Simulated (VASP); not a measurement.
**Ta: single point with PBE**

The system is Ta.

```xyz
2
Lattice="2.8964 0.0000 0.0000 -1.4482 2.5084 0.0000 0.0000 0.0000 5.1616" Properties=species:S:1:pos:R:3 pbc="T T T"
Ta    0.0000    1.6722    1.2904
Ta    1.4482    0.8361    3.8712
```

```yaml
Program: VASP 6.6.1
Task: single point
Functional: PBE
Potentials_or_basis: VASP PAW PBE potentials, release 64 (Ta_pv)
Cutoff: 520 eV
k_mesh: 10 × 10 × 5
Occupations: gaussian, width 0.05 eV
Spin: no spin polarisation
Dipole_correction: no
Further_INCAR_settings: ALGO = Normal; EDIFF = 1e-06; NBANDS = 18
```

- Pressure: 0.0 GPa
- Band gap on the k mesh: zero (band 11 reaches 6.57 eV, above the bottom of band 12 at 5.03 eV)

Levels at points of the mesh, in eV from the Fermi level:
| k point | band 7 | band 8 | band 9 | band 10 | band 11 | band 12 | band 13 | band 14 | band 15 | band 16 |
| --- | --- | --- | --- | --- | --- | --- | --- | --- | --- | --- |
| (0.00, 0.00, 0.00) | -8.14 | -4.87 | -0.52 | -0.07 | 0.65 | 0.65 | 1.21 | 1.21 | 3.04 | 3.04 |
| (0.50, 0.00, 0.00) | -4.00 | -3.80 | -3.28 | -0.41 | -0.32 | 0.55 | 0.92 | 5.59 | 6.48 | 6.78 |

It took 38 s on 1 thread of Intel(R) Xeon(R) Platinum 8259CL CPU @ 2.50GHz (Skylake/Cascade Lake), with other jobs on the host, peak memory 0.17 GiB.

Caveat: spin-orbit coupling is left out, which moves the levels of the heavy elements.
